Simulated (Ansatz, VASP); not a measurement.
One calculation of Pt, two programs

The input INCAR:

```
SYSTEM = Pt
  PREC = Accurate
  ENCUT = 520
  EDIFF = 1E-7
  ISMEAR = 0
  SIGMA = 0.15
  LREAL = .False.
  LASPH = .True.
  NELM = 80
  ALGO = Normal
  ISIF = 2
  LWAVE = .False.
  LCHARG = .True.
  LELF = .True.
  LVHAR = .True.
  NBANDS = 11
```

File KPOINTS:

```
Automatic mesh
0
Gamma
  20 20 20
  0 0 0
```

File POSCAR:

```
Pt
1.0
   -0.0973383644      1.8591627604      1.8591627604
    1.8591627604     -0.0973383644      1.8591627604
    1.8591627604      1.8591627604     -0.0973383644
Pt
1
Direct
    0.0000000000      0.0000000000      0.0000000000
```

Input for Ansatz:

```yaml
crystal:
  lattice:
    - [-0.0973383644, 1.8591627604, 1.8591627604]
    - [1.8591627604, -0.0973383644, 1.8591627604]
    - [1.8591627604, 1.8591627604, -0.0973383644]
  atoms:
    - { symbol: Pt, position: [0.0, 0.0, 0.0] }
basis:
  ecutwfc: 420
kpoints:
  mp_grid: { grid: [20, 20, 20] }
hamiltonian:
  xc: lda
  pseudopotentials: { kind: paw, azcp: { folder: soft_1 } }
scf:
  occupations: { method: gaussian, width: 0.15 }
output:
  forces: true
  stress: true
  eigenvalues: true
```

Change from the starting cell: equal engineering shear yz, xz and xy -0.0500, equal normal strain along x, y and z -0.0200.

Alike in both runs: task single point; functional LDA; k mesh 20 × 20 × 20; occupations gaussian, width 0.15 eV; no spin polarisation.

```csv
,VASP,Ansatz
version,VASP 6.6.1,Ansatz 0.2.0
potentials or method,"VASP PAW LDA potentials, release 64 (Pt), cutoff 520 eV","scalar-relativistic, plane waves, PAW"
valence electrons in the cell,10,18
```

|  | VASP | Ansatz | Ansatz less VASP |
| --- | --- | --- | --- |
| gap on the k mesh at the Fermi level (eV) | none | none | - |
| pressure (GPa) | 26.1 | 25.1 | -1.07 |
| traceless stress, the component that is largest in VASP (GPa) | 6.67 | 6.56 | -0.106 |

Ansatz warns that its potentials were made for another functional, while VASP's fit it. LDA's correlation is that of Perdew and Zunger in VASP and of Perdew and Wang (1992) in Ansatz. A gap of «none» marks a metal or a gap that the smearing closes. VASP's potentials hold 10 valence electrons a cell and Ansatz's 18, so a difference there can come from the potentials and not from the codes.

Spin-orbit coupling is off throughout.
